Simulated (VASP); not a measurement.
Wanted: the native input for a VASP 6.6.1 run.

| Item | Value |
| --- | --- |
| Task | single point |
| Functional | PBE |
| Potentials or basis | VASP PAW PBE potentials, release 64 (Na_pv) |
| Cutoff | 520 eV |
| k mesh | 12 × 12 × 12 |
| Occupations | fermi-dirac, width 0.05 eV |
| Spin | no spin polarisation |
| Dipole correction | no |
| Further INCAR settings | ALGO = Normal; EDIFF = 1e-06; NBANDS = 10 |

The structure of Na lies in POSCAR:

```
Na
1.0
   -2.1175000000      2.1175000000      2.1386750000
    2.1175000000     -2.1175000000      2.1386750000
    2.1175000000      2.1175000000     -2.1386750000
Na
1
Direct
    0.0000000000      0.0000000000      0.0000000000
```

This cell differs from its parent crystal: zz strain of +1 %.

One way to write it, as run:

INCAR

```
ALGO = Normal
EDIFF = 1E-6
ENCUT = 520
GGA = PE
ISIF = 2
ISMEAR = -1
LASPH = True
LCHARG = False
LREAL = False
LWAVE = False
NBANDS = 10
NELM = 80
PREC = Accurate
SIGMA = 0.05
```

KPOINTS

```
k-points
0
Gamma
  12 12 12
```

Potentials or basis: VASP PAW PBE potentials, release 64 (Na_pv).

The run is started by

```sh
$ cat potpaw_PBE.64/Na_pv/POTCAR > POTCAR
$ mpirun -np 1 vasp_std > vasp.out
```

It gave:

- Pressure: -0.3 GPa

Caveat: the cell differs from its parent crystal (zz strain of +1 %).

Run time: 21 s on 1 thread of Intel(R) Xeon(R) Platinum 8375C CPU @ 2.90GHz (Ice Lake), on a shared host, peak memory 0.18 GiB.
